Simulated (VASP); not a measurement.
# Si4Ge (P-1) in VASP: single point with PBE

Aim: the single point of Si4Ge with PBE.

Everything below comes from runs of VASP 6.6.1. Logs are shortened: lines on timing, memory, paths and dates and some standing lists are left out, and cuts for length are marked.

### 1 The cell of the first run

The typed cell holds 10 atoms: a = 5.338 Å, b = 5.408 Å, c = 6.140 Å, α = 74.14°, β = 72.07°, γ = 84.07°.

### 2 Single point, PBE

INCAR reads:

```
  PREC = Accurate
  ENCUT = 520
  EDIFF = 1E-7
  ISMEAR = 0
  SIGMA = 0.1
  LREAL = False
  LASPH = True
  NELM = 80
  ALGO = Normal
  ISIF = 2
  LWAVE = False
  LCHARG = False
  GGA = PE
  NBANDS = 41
```

KPOINTS reads:

```
regular mesh
0
Gamma
  4 4 4
```

POSCAR reads:

```
Si4Ge
1.0
    5.3380538266     -0.0285357234      0.0101129042
    0.5871337781      5.3760881136      0.0171627597
    1.8877115158      1.4642623313      5.6564049697
Si Ge
8 2
Direct
    0.7004331203      0.0275408125      0.2770891093
    0.7256402214      0.0374557477      0.8187944960
    0.2995668797      0.9724591875      0.7229108907
    0.2743597786      0.9625442523      0.1812055040
    0.9823032699      0.7223942439      0.5851512703
    0.9700215369      0.6885610296      0.0925843708
    0.0176967301      0.2776057561      0.4148487297
    0.0299784631      0.3114389704      0.9074156292
    0.5130450046      0.5047209535      0.7071151268
    0.4869549954      0.4952790465      0.2928848732
```

Potentials or basis: VASP PAW PBE potentials, release 64 (Si, Ge_d).

On the command line:

```
cat potpaw_PBE.64/Si/POTCAR potpaw_PBE.64/Ge_d/POTCAR > POTCAR
mpirun -np 1 vasp_std > vasp.out
```

OUTCAR:

```text
PREC = Accurate
   ENCUT = 520
   EDIFF = 1E-7
   ISMEAR = 0
   LREAL = False
   LASPH = True
   NELM = 80
   ISIF = 2
   GGA = PE

 ion  position               nearest neighbor table
   1  0.700  0.028  0.277-   6 2.51   4 2.60   8 2.61  10 2.68   7 2.72   2 2.76   5 2.85   3 2.87
                             4 2.94
   2  0.726  0.037  0.819-   5 2.55   7 2.56   8 2.57   3 2.60   9 2.66   6 2.68   4 2.71   1 2.76
                             3 2.94
   3  0.300  0.972  0.723-   8 2.51   2 2.60   6 2.61   9 2.68   5 2.72   4 2.76   7 2.85   1 2.87
                             2 2.94
   4  0.274  0.963  0.181-   7 2.55   5 2.56   6 2.57   1 2.60  10 2.66   8 2.68   2 2.71   3 2.76
                             1 2.94
   5  0.982  0.722  0.585-   2 2.55   4 2.56   8 2.59   9 2.68   3 2.72   7 2.84   1 2.85   7 2.90
                             6 3.05   6 3.10
   6  0.970  0.689  0.093-   1 2.51   8 2.54   4 2.57   7 2.59   3 2.61  10 2.67   2 2.68   5 3.05
                             5 3.10
   7  0.018  0.278  0.415-   4 2.55   2 2.56   6 2.59  10 2.68   1 2.72   5 2.84   3 2.85   5 2.90
                             8 3.05   8 3.10
   8  0.030  0.311  0.907-   3 2.51   6 2.54   2 2.57   5 2.59   1 2.61   9 2.67   4 2.68   7 3.05
                             7 3.10
   9  0.513  0.505  0.707-  10 2.60   2 2.66   8 2.67   3 2.68   5 2.68
  10  0.487  0.495  0.293-   9 2.60   4 2.66   6 2.67   1 2.68   7 2.68

  LATTYP: Found a triclinic cell.
 ALAT       =     5.3381396773
 B/A-ratio  =     1.3480199855
 C/A-ratio  =     2.2145242491
 COS(alpha) =     0.0030928143
 COS(beta)  =     0.6587291988
 COS(gamma) =     0.6642266858

  Lattice vectors:

 A1 = (  -5.3380538266,   0.0285357234,  -0.0101129042)
 A2 = (  -4.7509200485,   5.4046238370,   0.0070498555)
 A3 = (  -7.8128991205,  -6.8118147215,  -5.6836806336)

Analysis of symmetry for initial positions (statically):
=====================================================================
 Subroutine PRICEL returns:
 Original cell was already a primitive cell.

 Routine SETGRP: Setting up the symmetry group for a
 triclinic supercell.

 Subroutine GETGRP returns: Found  2 space group operations
 (whereof  2 operations were pure point group operations)
 out of a pool of  2 trial point group operations.

The static configuration has the point symmetry S_2 .

[... 133 lines left out ...]
   NFREE  =      0    steps in history (QN), initial steepest desc. (CG)
   ISIF   =      2    stress and relaxation
   ISYM   =      2    0-nonsym 1-usesym 2-fastsym
   POTIM  = 0.5000    time-step for ionic-motion
   TEBEG  =    0.0;   TEEND  =   0.0 temperature during run
   PSTRESS=    0.0 pullay stress
   NELECT =      60.0000    total number of electrons
   NUPDOWN=      -1.0000    fix difference up-down
   EMIN   =  10.00;   EMAX   =-10.00  energy-range for DOS
   EFERMI =   0.00;   METHOD = LEGACY
   ISMEAR =     0;   SIGMA  =   0.10  broadening in eV -4-tet -1-fermi 0-gaus
   EFERMI_NEDOS =   21; number of points for ismear=-14 and -15
   IALGO  =     38    algorithm
   IMIX   =      4    mixing-type and parameters
     AMIX     =   0.40;   BMIX     =  1.00
     AMIX_MAG =   1.60;   BMIX_MAG =  1.00
  volume/ion in A,a.u.               =      16.22       109.45
  Fermi-wavevector in a.u.,A,eV,Ry     =   1.175209  2.220823 18.791224  1.381116
  Thomas-Fermi vector in A             =   2.311593
   LORBIT       =      0    0 simple, 1 ext, 2 COOP (PROOUT), +10 PAW based schemes
   GGA     = PE    functional components
   LHFCALC =     F    Hartree Fock is set to
   AEXX    =    0.0000 exact exchange contribution
   IVDW    =     0    specifies the selected vdW correction
   LEPSILON=     F    determine dielectric tensor
   LRPA    =     F    only Hartree local field effects (RPA)
 non-spin polarized calculation
 Gauss-broadening in eV      SIGMA  =   0.10
  energy-cutoff  :      520.00
  volume of cell :      162.19
 maximum number of plane-waves:      4388
   NGX = 19   NGY = 21   NGZ = 23

 number of electron      59.9999977 magnetization

 Free energy of the ion-electron system (eV)
  ---------------------------------------------------
  ext. energy  EPLUGINS =         0.00000000
  ---------------------------------------------------
  free energy    TOTEN  =       -48.11384206 eV

  energy without entropy =      -48.10333788  energy(sigma->0) =      -48.10858997

 E-fermi :   8.5097     XC(G=0): -10.9258

 val. band max:        8.4745311887   @ k =   0.5000   0.5000   0.0000
 cond. band min:       8.5489310937   @ k =   0.0000   0.5000   0.2500
 fundamental gap:      0.0743999050
 Fermi energy:         8.5096588367

 k-point     1 :       0.0000    0.0000    0.0000
  band No.  band energies     occupation
      1     -16.1865      2.00000
      2     -16.1432      2.00000
      3     -16.1375      2.00000
      4     -16.1348      2.00000
      5     -16.1239      2.00000
      6     -16.1236      2.00000
[... 1045 lines left out ...]
     40      13.3047      0.00000
     41      13.5355      0.00000

 [... further k-points ...]

------------------------ aborting loop because EDIFF is reached ----------------------------------------

  FORCE on cell =-STRESS in cart. coord.  units (eV):
  Direction    XX          YY          ZZ          XY          YZ          ZX
  --------------------------------------------------------------------------------------
  -------------------------------------------------------------------------------------
  Total        0.0146846     -0.0376698     -0.0424484     -0.0229599     -0.0625310     -0.0446711
  in kB        0.1450581     -0.3721114     -0.4193163     -0.2268038     -0.6176970     -0.4412720
  external PRESSURE =      -0.2154565 kB  Pullay stress =       0.0000000 kB

 VOLUME and BASIS-vectors are now :
 -----------------------------------------------------------------------------
  energy-cutoff  :      520.00
  volume of cell :      162.19
      direct lattice vectors                 reciprocal lattice vectors
     5.338053827 -0.028535723  0.010112904     0.187334298 -0.020276338 -0.057270163
     0.587133778  5.376088114  0.017162760     0.001086472  0.186045108 -0.048523716
     1.887711516  1.464262331  5.656404970    -0.000338226 -0.000528250  0.177040359

 POSITION                                       TOTAL-FORCE (eV/Angst)
 -----------------------------------------------------------------------------------
      4.27818      0.53381      1.57488         0.000599     -0.005665     -0.010943
      5.44115      1.37959      4.63941         0.005733     -0.009742     -0.025172
      3.53471      6.27801      4.10880        -0.000599      0.005665      0.010943
      2.37175      5.43223      1.04427        -0.005733      0.009742      0.025172
      6.77233      4.71244      3.33218        -0.000301      0.010515      0.017576
      5.75708      3.80965      0.54532         0.017362      0.010004      0.000370
      1.04057      2.09938      2.35150         0.000301     -0.010515     -0.017576
      2.05582      3.00216      5.13836        -0.017362     -0.010004     -0.000370
      4.36983      3.73419      4.01358         0.021029      0.013650     -0.004001
      3.44307      3.07763      1.67010        -0.021029     -0.013650      0.004001
 -----------------------------------------------------------------------------------
    total drift:                               -0.000000      0.000000      0.000000

  FREE ENERGIE OF THE ION-ELECTRON SYSTEM (eV)
  ---------------------------------------------------
  free  energy   TOTEN  =       -48.1138420588 eV

  energy  without entropy=      -48.1033378837  energy(sigma->0) =      -48.10858997
```

Run time: 1.9 min. Hardware: 1 thread of Intel Xeon 6975P-C (Granite Rapids), shared host; peak memory 0.37 GiB.

What came out:

- Free energy: -48.1138 eV
- Pressure: 0.0 GPa
- Largest force: 0.028 eV/Å
- Band gap on the k mesh: zero (bands 30 and 31 overlap by 1.74 eV)

Forces on the atoms (eV/Å):
```
Si   0.001 -0.006 -0.011
Si   0.006 -0.010 -0.025
Si  -0.001  0.006  0.011
Si  -0.006  0.010  0.025
Si   0.000  0.011  0.018
Si   0.017  0.010  0.000
Si   0.000 -0.011 -0.018
Si  -0.017 -0.010  0.000
Ge   0.021  0.014 -0.004
Ge  -0.021 -0.014  0.004
```

Stress tensor (GPa, compression positive):
```
 0.01 -0.02 -0.04
-0.02 -0.04 -0.06
-0.04 -0.06 -0.04
```

The gap in the log of VASP goes by the Fermi energy; the results here count the filled bands.